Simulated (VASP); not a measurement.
**CsH: single point with r2SCAN**

CsH:

```
Cs H
1.0
     0.00000    3.18800    3.18800
     3.18800    0.00000    3.18800
     3.18800    3.18800    0.00000
Cs H
1 1
Cartesian
  0.0000 0.0000 0.1750
  3.1880 3.1880 3.1880
```

This cell differs from its parent crystal: all Cs atoms moved +0.175 Å, as atom 1 along Cartesian [0 0 1].

```
Program                : VASP 6.6.1
Task                   : single point
Functional             : r2SCAN
Potentials or basis    : VASP PAW PBE potentials, release 64 (Cs_sv, H)
Cutoff                 : 520 eV
k mesh                 : 6 × 6 × 6
Occupations            : gaussian, width 0.05 eV
Spin                   : no spin polarisation
Dipole correction      : no
Further INCAR settings : ALGO = Normal; EDIFF = 1e-06; NBANDS = 12
```

```json
{"Pressure": "0.1 GPa", "Largest force": "0.114 eV/Å", "Band gap on the k mesh": "2.69 eV, direct"}
```

Forces in eV/Å, atoms in the order of the input:
```
Cs   0.000  0.000 -0.114
H    0.000  0.000  0.114
```

Stress tensor (GPa, compression positive):
```
0.00 0.00 0.00
0.00 0.00 0.00
0.00 0.00 0.33
```

Levels at points of the mesh, in eV from the valence-band top:
| k point | band 3 | band 4 | band 5 | band 6 | band 7 | band 8 |
| --- | --- | --- | --- | --- | --- | --- |
| (0.00, 0.00, 0.00) | -8.15 | -8.14 | -1.64 | 5.69 | 5.69 | 5.70 |
| (0.50, 0.00, 0.00) | -8.24 | -8.24 | 0.00 | 2.69 | 5.27 | 5.27 |
| (0.50, 0.50, 0.00) | -8.42 | -8.42 | -1.13 | 3.51 | 6.04 | 8.73 |
| (0.00, 0.50, 0.50) | -8.41 | -8.41 | -1.13 | 3.51 | 6.09 | 8.26 |

Wall time 43 s on 1 thread of Intel(R) Xeon(R) 6975P-C (Granite Rapids), with other jobs on the host, peak memory 0.21 GiB.

Caveat: the cell differs from its parent crystal (all Cs atoms moved +0.175 Å, as atom 1 along Cartesian [0 0 1]); the PAW data sets were made with another functional, which shifts forces and pressure a little; spin-orbit coupling is left out, which moves the levels of the heavy elements. A k mesh can miss the band edges.
